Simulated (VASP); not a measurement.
# Mg32HO32 (a cell with a defect) in VASP: single point with PBEsol

Aim: the single point of Mg32HO32 (a cell with a defect) with PBEsol.

All numbers are computed with VASP 6.6.1; they aren't measurements. Logs are shortened: lines on timing, memory, paths and dates and some standing lists are left out, and cuts for length are marked.

## (1) The cell of the first run

The cell holds a defect, 65 atoms: a = 8.429 Å, b = 8.429 Å, c = 8.429 Å, α = 90.00°, β = 90.00°, γ = 90.00°.

## (2) Single point, PBEsol

Input file INCAR:

```
PREC = Accurate ; ENCUT = 520
EDIFF = 1E-6 ; ISMEAR = -1
SIGMA = 0.05 ; LREAL = Auto
LASPH = True ; NELM = 100
ALGO = Normal ; ISIF = 2
LWAVE = False ; LCHARG = False
GGA = PS ; NBANDS = 166
NELECT = 256.0 ; ISYM = 0
```

Input file KPOINTS:

```
Automatic mesh
0
Gamma
  1 1 1
  0.25 0.25 0.25
```

Input file POSCAR:

```
Mg32HO32
1.0
    8.4288080000      0.0000000000      0.0000000000
    0.0000000000      8.4288080000      0.0000000000
    0.0000000000      0.0000000000      8.4288080000
O Mg H
32 32 1
Direct
    0.2507930000      0.9991800000      0.9995590000
    0.2508040000      0.9942670000      0.4991970000
    0.2508070000      0.4988150000      0.9946680000
    0.2520880000      0.4976090000      0.4979560000
    0.7505260000      0.9991330000      0.9995080000
    0.7504840000      0.9991580000      0.4992270000
    0.7504870000      0.4988460000      0.9995340000
    0.7552480000      0.4988200000      0.4992010000
    0.0011500000      0.2491910000      0.9994760000
    0.0015420000      0.2478550000      0.4996450000
    0.0014000000      0.7482450000      0.9983210000
    0.0037360000      0.7458840000      0.4982890000
    0.4996400000      0.2499830000      0.0001170000
    0.4954040000      0.2541820000      0.4999080000
    0.5004620000      0.7485280000      0.9994410000
    0.5017680000      0.7481200000      0.4996320000
    0.0011530000      0.9990940000      0.2495750000
    0.0013990000      0.9979430000      0.7486220000
    0.0015380000      0.4992620000      0.2482380000
    0.0037370000      0.4979050000      0.7462680000
    0.4996400000      0.9997430000      0.2503650000
    0.5004580000      0.9990680000      0.7488970000
    0.4954340000      0.4995360000      0.2545460000
    0.5017640000      0.4992560000      0.7484930000
    0.2502020000      0.2543660000      0.2547580000
    0.2503680000      0.2478300000      0.7485160000
    0.2503720000      0.7481440000      0.2482070000
    0.2517290000      0.7458650000      0.7462500000
    0.7499320000      0.2499920000      0.2503760000
    0.7505570000      0.2491850000      0.7489020000
    0.7505650000      0.7485300000      0.2495650000
    0.7516890000      0.7482430000      0.7486180000
    0.9998710000      0.9987080000      0.9990900000
    0.9983290000      0.9961080000      0.4990840000
    0.9983410000      0.4987040000      0.9964990000
    0.9952410000      0.4970810000      0.4974610000
    0.5014440000      0.9994780000      0.9998540000
    0.5025940000      0.9981720000      0.4994460000
    0.5025930000      0.4990720000      0.9985550000
    0.5219410000      0.5054810000      0.5058420000
    0.2505870000      0.2470750000      0.9985470000
    0.2440960000      0.2273720000      0.5060050000
    0.2509390000      0.7512910000      0.9965080000
    0.2525600000      0.7543710000      0.4974420000
    0.7501670000      0.2482210000      0.9998580000
    0.7514430000      0.2470660000      0.4994500000
    0.7509360000      0.7497690000      0.9990850000
    0.7534640000      0.7512540000      0.4990880000
    0.2505900000      0.9981620000      0.2474520000
    0.2509390000      0.9961170000      0.7516800000
    0.2441200000      0.5056180000      0.2278080000
    0.2525590000      0.4970630000      0.7547570000
    0.7501680000      0.9994810000      0.2485990000
    0.7509310000      0.9987090000      0.7501480000
    0.7514460000      0.4990710000      0.2474440000
    0.7534620000      0.4987090000      0.7516330000
    0.0001650000      0.2486950000      0.2490730000
    0.9997670000      0.2476360000      0.7502390000
    0.9997750000      0.7498540000      0.2480140000
    0.0014150000      0.7481950000      0.7485770000
    0.4997350000      0.2499480000      0.2503230000
    0.5009740000      0.2486690000      0.7498640000
    0.5009780000      0.7494890000      0.2490410000
    0.5020220000      0.7498460000      0.7502240000
    0.3194210000      0.4293620000      0.4298620000
```

Potentials or basis: VASP PAW PBE potentials, release 64 (O, Mg, H).

Run with:

```console
> cat potpaw_PBE.64/O/POTCAR potpaw_PBE.64/Mg/POTCAR potpaw_PBE.64/H/POTCAR > POTCAR
> mpirun -np 1 vasp_std > vasp.out
```

OUTCAR:

```text
PREC = Accurate
   ENCUT = 520
   EDIFF = 1E-6
   ISMEAR = -1
   LREAL = Auto
   LASPH = True
   NELM = 100
   ISIF = 2
   GGA = PS
   NELECT = 256.0
   ISYM = 0

 ion  position               nearest neighbor table
   1  0.251  0.999  1.000-  49 2.09  41 2.09  50 2.09  43 2.09  37 2.11  33 2.11
   2  0.251  0.994  0.499-  42 1.97  44 2.02  49 2.12  38 2.12  34 2.13  50 2.13
   3  0.251  0.499  0.995-  51 1.97  52 2.02  41 2.12  39 2.12  35 2.13  43 2.13
   4  0.252  0.498  0.498-  65 0.99  44 2.16  52 2.16  36 2.16  40 2.28  51 2.28  42 2.28
   5  0.751  0.999  1.000-  37 2.10  45 2.10  53 2.10  33 2.10  54 2.10  47 2.10
   6  0.750  0.999  0.499-  34 2.09  38 2.09  46 2.09  48 2.09  53 2.11  54 2.11
   7  0.750  0.499  1.000-  35 2.09  39 2.09  55 2.09  56 2.09  45 2.11  47 2.11
   8  0.755  0.499  0.499-  40 1.97  36 2.02  46 2.12  55 2.12  56 2.13  48 2.13
   9  0.001  0.249  0.999-  58 2.10  41 2.10  35 2.10  57 2.10  33 2.11  45 2.12
  10  0.002  0.248  0.500-  42 2.05  36 2.10  46 2.11  57 2.11  58 2.11  34 2.12
[... 68 lines left out ...]
  56  0.753  0.499  0.752-   7 2.09  30 2.10  32 2.10  20 2.11  24 2.12   8 2.13  40 2.85  35 2.92
                            36 2.96  58 2.96  60 2.96  39 2.97  47 2.97  45 2.97  62 3.00  64 3.00
  57  0.000  0.249  0.249-   9 2.10  17 2.10  25 2.11  29 2.11  19 2.11  10 2.11  36 2.96  55 2.97
                            46 2.97  53 2.98  45 2.98  33 2.98  41 2.99  49 2.99  42 2.99  51 2.99
  58  1.000  0.248  0.750-  30 2.10   9 2.10  18 2.10  20 2.11  10 2.11  26 2.11  42 2.92  35 2.96
                            56 2.96  54 2.97  33 2.97  46 2.97  41 2.97  45 2.98  52 2.99  36 2.99
  59  1.000  0.750  0.248-  31 2.10  17 2.10  11 2.10  12 2.11  19 2.11  27 2.11  51 2.92  34 2.96
                            48 2.96  47 2.97  33 2.97  55 2.97  49 2.97  53 2.98  44 2.99  36 2.99
  60  0.001  0.748  0.749-  32 2.10  11 2.11  18 2.11  12 2.11  20 2.11  28 2.11  34 2.96  35 2.96
                            56 2.96  48 2.96  50 2.96  43 2.96  47 2.99  54 2.99  33 2.99  36 2.99
  61  0.500  0.250  0.250-  25 2.10  14 2.10  23 2.10  29 2.11  21 2.11  13 2.11  55 2.99  46 2.99
                            45 2.99  53 2.99  39 2.99  38 2.99  37 2.99  41 2.99  49 2.99  40 3.05
  62  0.501  0.249  0.750-  30 2.10  22 2.10  14 2.11  13 2.11  24 2.11  26 2.11  52 2.96  41 2.97
                            39 2.97  37 2.98  45 2.98  54 2.98  46 2.99  38 2.99  42 2.99  40 2.99
  63  0.501  0.749  0.249-  31 2.10  15 2.10  23 2.11  21 2.11  16 2.11  27 2.11  44 2.96  49 2.97
                            38 2.97  37 2.98  53 2.98  47 2.98  55 2.99  39 2.99  51 2.99  40 2.99
  64  0.502  0.750  0.750-  15 2.10  22 2.10  32 2.10  28 2.11  24 2.11  16 2.11  40 2.92  50 2.96
                            43 2.96  54 2.97  47 2.97  38 2.97  39 2.97  37 2.98  44 2.99  52 2.99
  65  0.319  0.429  0.430-   4 0.99  42 1.93  51 1.93  40 1.93

IMPORTANT INFORMATION: All symmetrisations will be switched off!
NOSYMM: (Re-)initialisation of all symmetry stuff for point group C_1.

----------------------------------------------------------------------------------------

                                     Primitive cell

  volume of cell :     598.8230

  direct lattice vectors                    reciprocal lattice vectors
     8.428808000  0.000000000  0.000000000     0.118640738  0.000000000  0.000000000
     0.000000000  8.428808000  0.000000000     0.000000000  0.118640738  0.000000000
     0.000000000  0.000000000  8.428808000     0.000000000  0.000000000  0.118640738

  length of vectors
     8.428808000  8.428808000  8.428808000     0.118640738  0.118640738  0.118640738

  position of ions in fractional coordinates (direct lattice)
     0.250793000  0.999180000  0.999559000
     0.250804000  0.994267000  0.499197000
     0.250807000  0.498815000  0.994668000
     0.252088000  0.497609000  0.497956000
     0.750526000  0.999133000  0.999508000
     0.750484000  0.999158000  0.499227000
[... 57 lines left out ...]
     0.502022000  0.749846000  0.750224000
     0.319421000  0.429362000  0.429862000

  ion indices of the primitive-cell ions
   primitive index   ion index
                 1           1
                 2           2
                 3           3
                 4           4
                 5           5
                 6           6
[... 57 lines left out ...]
                64          64
                65          65

----------------------------------------------------------------------------------------

 KPOINTS: Automatic mesh

Automatic generation of k-mesh.
 Grid dimensions read from file:
 generate k-points for:    1    1    1

 Generating k-lattice:

  Cartesian coordinates                     Fractional coordinates (reciprocal lattice)
     0.118640738  0.000000000  0.000000000     1.000000000  0.000000000  0.000000000
     0.000000000  0.118640738  0.000000000     0.000000000  1.000000000  0.000000000
     0.000000000  0.000000000  0.118640738     0.000000000  0.000000000  1.000000000

  Length of vectors
     0.118640738  0.118640738  0.118640738

  Shift w.r.t. Gamma in fractional coordinates (k-lattice)
     0.250000000  0.250000000  0.250000000

 Subroutine IBZKPT returns following result:
 ===========================================

 Found      4 irreducible k-points:

 Following reciprocal coordinates:
            Coordinates               Weight
  0.250000  0.250000  0.250000      2.000000
 -0.250000  0.250000  0.250000      2.000000
 -0.250000 -0.250000  0.250000      2.000000
  0.250000 -0.250000  0.250000      2.000000
   k-points           NKPTS =      4   k-points in BZ     NKDIM =      4   number of bands    NBANDS=    166
   number of dos      NEDOS =    301   number of ions     NIONS =     65
   total plane-waves  NPLWV = 262144
   dimension x,y,z NGX =    64 NGY =   64 NGZ =   64
   dimension x,y,z NGXF=   128 NGYF=  128 NGZF=  128
   ions per type =              32  32   1
   NGX,Y,Z   is equivalent  to a cutoff of  12.62, 12.62, 12.62 a.u.
   NGXF,Y,Z  is equivalent  to a cutoff of  25.25, 25.25, 25.25 a.u.
 SYSTEM =  unknown system
   PREC   = accura    normal or accurate (medium, high low for compatibility)
   ISTART =      0    job   : 0-new  1-cont  2-samecut
   ICHARG =      2    charge: 1-file 2-atom 10-const
   ISPIN  =      1    spin polarized calculation?
   LNONCOLLINEAR =      F non collinear calculations
   LSORBIT =      F    spin-orbit coupling
   LASPH  =      T    aspherical Exc in radial PAW
   ENCUT  =  520.0 eV  38.22 Ry    6.18 a.u.  15.67 15.67 15.67*2*pi/ulx,y,z
   NELM   =    100;   NELMIN=  2; NELMDL= -5     # of ELM steps
   EDIFF  = 0.1E-05   stopping-criterion for ELM
   LREAL  =      T    real-space projection
   EDIFFG = 0.1E-04   stopping-criterion for IOM
   NSW    =      0    number of steps for IOM
   IBRION =     -1    ionic relax: 0-MD 1-quasi-New 2-CG
   NFREE  =      0    steps in history (QN), initial steepest desc. (CG)
   ISIF   =      2    stress and relaxation
   ISYM   =      0    0-nonsym 1-usesym 2-fastsym
   POTIM  = 0.5000    time-step for ionic-motion
   TEBEG  =    0.0;   TEEND  =   0.0 temperature during run
   PSTRESS=    0.0 pullay stress
   NELECT =     256.0000    total number of electrons
   NUPDOWN=      -1.0000    fix difference up-down
   EMIN   =  10.00;   EMAX   =-10.00  energy-range for DOS
   EFERMI =   0.00;   METHOD = LEGACY
   ISMEAR =    -1;   SIGMA  =   0.05  broadening in eV -4-tet -1-fermi 0-gaus
   EFERMI_NEDOS =   21; number of points for ismear=-14 and -15
   IALGO  =     38    algorithm
   IMIX   =      4    mixing-type and parameters
     AMIX     =   0.40;   BMIX     =  1.00
     AMIX_MAG =   1.60;   BMIX_MAG =  1.00
  volume/ion in A,a.u.               =       9.21        62.17
  Fermi-wavevector in a.u.,A,eV,Ry     =   1.233262  2.330527 20.693577  1.520935
  Thomas-Fermi vector in A             =   2.367999
   LORBIT       =      0    0 simple, 1 ext, 2 COOP (PROOUT), +10 PAW based schemes
   GGA     = PS    functional components
   LHFCALC =     F    Hartree Fock is set to
   AEXX    =    0.0000 exact exchange contribution
   IVDW    =     0    specifies the selected vdW correction
   LEPSILON=     F    determine dielectric tensor
   LRPA    =     F    only Hartree local field effects (RPA)
 non-spin polarized calculation
  energy-cutoff  :      520.00
  volume of cell :      598.82
 maximum number of plane-waves:     16125
 NGX is ok and might be reduce to    64
   NGX = 31   NGY = 31   NGZ = 31

 number of electron     255.9999966 magnetization

 Free energy of the ion-electron system (eV)
  ---------------------------------------------------
  ext. energy  EPLUGINS =         0.00000000
  ---------------------------------------------------
  free energy    TOTEN  =      -407.44904736 eV

  energy without entropy =     -407.44904736  energy(sigma->0) =     -407.44904736

 E-fermi :   4.2629     XC(G=0): -11.2967

 val. band max:        2.9833971467   @ k =   0.2500   0.2500   0.2500
 cond. band min:       8.4754905341   @ k =  -0.2500  -0.2500   0.2500
 fundamental gap:      5.4920933875
 Fermi energy:         4.2629321239

 k-point     1 :       0.2500    0.2500    0.2500
  band No.  band energies     occupation
      1     -16.5877      2.00000
      2     -13.8850      2.00000
      3     -13.5652      2.00000
      4     -13.5600      2.00000
      5     -13.4442      2.00000
      6     -13.2417      2.00000
[... 561 lines left out ...]
    139      11.5246      0.00000
    140      11.7895      0.00000
 [bands above 140 left out]

------------------------ aborting loop because EDIFF is reached ----------------------------------------

  FORCE on cell =-STRESS in cart. coord.  units (eV):
  Direction    XX          YY          ZZ          XY          YZ          ZX
  --------------------------------------------------------------------------------------
  -------------------------------------------------------------------------------------
  Total       -5.3249989     -5.2683032     -5.2747654      1.8233649     -1.8709624      1.8092604
  in kB      -14.2472690    -14.0955770    -14.1128669      4.8784931     -5.0058422      4.8407559
  external PRESSURE =     -14.1519043 kB  Pullay stress =       0.0000000 kB

 VOLUME and BASIS-vectors are now :
 -----------------------------------------------------------------------------
  energy-cutoff  :      520.00
  volume of cell :      598.82
      direct lattice vectors                 reciprocal lattice vectors
     8.428808000  0.000000000  0.000000000     0.118640738  0.000000000  0.000000000
     0.000000000  8.428808000  0.000000000     0.000000000  0.118640738  0.000000000
     0.000000000  0.000000000  8.428808000     0.000000000  0.000000000  0.118640738

 POSITION                                       TOTAL-FORCE (eV/Angst)
 -----------------------------------------------------------------------------------
      2.11389      8.42190      8.42509         0.004726     -0.001672     -0.000550
      2.11398      8.38049      4.20764         0.003017     -0.003040     -0.001405
      2.11400      4.20442      8.38387         0.002856     -0.001292     -0.002521
      2.12480      4.19425      4.19718        -0.082188      0.080930      0.080968
      6.32604      8.42150      8.42466         0.001592     -0.004708     -0.002109
      6.32569      8.42171      4.20789        -0.000238     -0.001593     -0.004243
[... 57 lines left out ...]
      4.23145      6.32031      6.32349        -0.003138     -0.000291      0.000324
      2.69234      3.61901      3.62322         0.093388     -0.082635     -0.084074
 -----------------------------------------------------------------------------------
    total drift:                                0.039709     -0.034214     -0.038402

  FREE ENERGIE OF THE ION-ELECTRON SYSTEM (eV)
  ---------------------------------------------------
  free  energy   TOTEN  =      -407.4490473628 eV

  energy  without entropy=     -407.4490473627  energy(sigma->0) =     -407.44904736
```

Run time: 7.2 min. Hardware: 1 thread of Intel Xeon 6975P-C (Granite Rapids), shared host; peak memory 0.71 GiB.

What came out:

```yaml
Free_energy: -407.4490 eV
Largest_force: 0.150 eV/Å
```

Forces on the atoms (eV/Å):
```
O    0.005 -0.002 -0.001
O    0.003 -0.003 -0.001
O    0.003 -0.001 -0.003
O   -0.082  0.081  0.081
O    0.002 -0.005 -0.002
O    0.000 -0.002 -0.004
O    0.000 -0.004 -0.001
O    0.003 -0.003 -0.003
O    0.005 -0.003  0.000
O    0.003  0.002 -0.001
O    0.002 -0.001  0.000
O    0.001  0.000  0.001
O    0.001  0.002  0.003
O   -0.007  0.009 -0.003
O    0.002 -0.007  0.000
O   -0.001 -0.004 -0.003
O    0.005 -0.002 -0.002
O    0.002  0.001 -0.002
O    0.003 -0.002  0.000
O    0.000  0.000  0.000
O   -0.003  0.001  0.004
O    0.001 -0.002 -0.004
O   -0.007 -0.001  0.006
O    0.000 -0.004 -0.004
O   -0.002  0.004  0.002
O    0.003  0.003 -0.005
O    0.003 -0.006  0.002
O   -0.002  0.002  0.000
O   -0.005  0.002 -0.001
O    0.001 -0.004 -0.004
O    0.000 -0.006 -0.003
O    0.001  0.000 -0.002
Mg  -0.001  0.001  0.001
Mg   0.004  0.004  0.002
Mg   0.004  0.002  0.004
Mg   0.000  0.005  0.005
Mg  -0.002  0.000  0.001
Mg  -0.007 -0.004  0.002
Mg  -0.006  0.002 -0.004
Mg   0.010  0.002  0.003
Mg  -0.002  0.007 -0.002
Mg  -0.003 -0.007  0.004
Mg  -0.002 -0.003  0.002
Mg  -0.005  0.000  0.006
Mg   0.000  0.002  0.000
Mg   0.004  0.008  0.002
Mg   0.000  0.001  0.000
Mg  -0.004 -0.004  0.001
Mg  -0.002 -0.002  0.006
Mg  -0.002  0.001 -0.003
Mg  -0.003  0.002 -0.009
Mg  -0.005  0.005 -0.001
Mg   0.000  0.000  0.000
Mg  -0.001  0.001  0.001
Mg   0.004  0.003  0.006
Mg  -0.003  0.002 -0.004
Mg  -0.005  0.001  0.001
Mg   0.000  0.003  0.001
Mg  -0.001  0.001  0.002
Mg  -0.002  0.003  0.003
Mg   0.004 -0.005 -0.005
Mg  -0.001  0.001  0.006
Mg   0.000  0.007  0.001
Mg  -0.003  0.000  0.000
H    0.093 -0.083 -0.084
```

Levels at points of the mesh, in eV from the Fermi level:
```tsv
k point	band 125	band 126	band 127	band 128	band 129	band 130	band 131	band 132
(0.25, 0.25, 0.25)	-1.58	-1.58	-1.30	-1.28	4.21	5.41	5.94	5.95
```

Caveat: the cell carries a net charge on a neutralising background, which shifts energy and pressure; the cell is charged against a uniform background, so pressure and absolute levels hang on convention; the PAW data sets were made with another functional, which shifts forces and pressure a little.
